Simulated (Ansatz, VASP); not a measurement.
Ni in VASP and in Ansatz

```xyz
2
Lattice="2.4480 0.0000 0.0000 -1.2240 2.1201 0.0000 0.0000 0.0000 4.0728" Properties=species:S:1:pos:R:3 pbc="T T T"
Ni    0.0000    1.4134    1.0182
Ni    1.2240    0.7067    3.0546
```

Alike in both runs: task single point; functional BLYP; k mesh 13 × 13 × 7; occupations fermi-dirac, width 0.1 eV; collinear spin.

|  | VASP | Ansatz |
| --- | --- | --- |
| version | VASP 6.6.1 | Ansatz 0.2.0 |
| potentials or method | VASP PAW PBE potentials, release 64 (Ni), cutoff 520 eV | plane waves, PAW |
| valence electrons in the cell | 20 | 36 |

```tsv
	VASP	Ansatz	Ansatz less VASP
pressure (GPa)	17.4	17.4	+0.02
traceless stress, the component that is largest in VASP (GPa)	-2.11	-2.05	+0.059
net moment per atom (μB)	0.59	0.60	+0.011
size of the moment on the site where the two differ most (μB)	0.60	0.63	+0.036
```

VASP's potentials were made for PBE, not for BLYP. Site moments also hang on the region over which each program counts them. VASP's potentials hold 20 valence electrons a cell and Ansatz's 36, so a difference there can come from the potentials and not from the codes.
